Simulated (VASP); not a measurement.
A run of VASP 6.6.1 is set up as follows.

INCAR

```
ALGO = Normal
EDIFF = 1E-7
ENCUT = 520
GGA = PE
ISIF = 2
ISMEAR = -1
LASPH = T
LCHARG = F
LREAL = F
LWAVE = F
NBANDS = 20
NELM = 100
PREC = Accurate
SIGMA = 0.1
```

File KPOINTS:

```
k-points
0
Gamma
  13 13 13
```

POSCAR

```
Tl
1.0
    0.0000000000      3.6129339327      3.6129339327
    3.6129339327      0.0000000000      3.6129339327
    3.6129339327      3.6129339327      0.0000000000
Tl
2
Direct
    0.1250000000      0.1250000000      0.1250000000
    0.8750000000      0.8750000000      0.8750000000
```

Potentials or basis: VASP PAW PBE potentials, release 64 (Tl_d).

Command:

```bash
$ cat potpaw_PBE.64/Tl_d/POTCAR > POTCAR
$ mpirun -np 1 vasp_std > vasp.out
```

Q: Predict the pressure.

A: -0.6 GPa.

Q: What does it give for the band gap on the k mesh?

A: Zero (band 13 reaches 4.48 eV, above the bottom of band 14 at 1.87 eV).

Caveat: spin-orbit coupling is left out, which moves the levels of the heavy elements.
